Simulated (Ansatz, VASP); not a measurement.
# One calculation of NaH, two programs

Contents of INCAR:

```
  PREC = Accurate
  ENCUT = 500
  EDIFF = 1E-6
  ISMEAR = 0
  SIGMA = 0.02
  LREAL = F
  LASPH = T
  NELM = 120
  ALGO = Normal
  ISIF = 2
  LWAVE = F
  LCHARG = F
  GGA = PE
  NBANDS = 11
  GGA_COMPAT = F
```

The input KPOINTS:

```
Automatic mesh
0
Gamma
  8 8 8
```

The input POSCAR:

```
NaH
1.0
    0.0000000000      2.4390153327      2.4390153327
    2.4390153327      0.0000000000      2.4390153327
    2.4390153327      2.4390153327      0.0000000000
Na H
1 1
Direct
    0.0000000000      0.0000000000      0.0000000000
    0.5000000000      0.5000000000      0.5000000000
```

Input for Ansatz:

```yaml
crystal:
  lattice:
    - [0.0, 2.4390153327, 2.4390153327]
    - [2.4390153327, 0.0, 2.4390153327]
    - [2.4390153327, 2.4390153327, 0.0]
  atoms:
    - { symbol: Na, position: [0.0, 0.0, 0.0] }
    - { symbol: H, position: [0.5, 0.5, 0.5] }
basis:
  ecutwfc: 420
kpoints:
  mp_grid: { grid: [8, 8, 8] }
hamiltonian:
  xc: pbe
scf:
  occupations: { method: gaussian, width: 0.02 }
output:
  forces: true
  stress: true
  eigenvalues: true
```

Alike in both runs: task single point; functional PBE; k mesh 8 × 8 × 8; occupations gaussian, width 0.02 eV; no spin polarisation.

```csv
,VASP,Ansatz
version,VASP 6.6.1,Ansatz 0.2.0
potentials or method,"VASP PAW PBE potentials, release 64 (Na_pv, H), cutoff 500 eV","scalar-relativistic, plane waves, PAW"
valence electrons in the cell,8,10
```

|  | VASP | Ansatz | Ansatz less VASP |
| --- | --- | --- | --- |
| gap on the k mesh at the Fermi level (eV) | 3.71 | 3.72 | +0.002 |
| least direct gap on the mesh (eV) | 4.56 | 4.56 | +0.005 |
| pressure (GPa) | -0.7 | -0.6 | +0.07 |

VASP's potentials hold 8 valence electrons a cell and Ansatz's 10, so a difference there can come from the potentials and not from the codes.
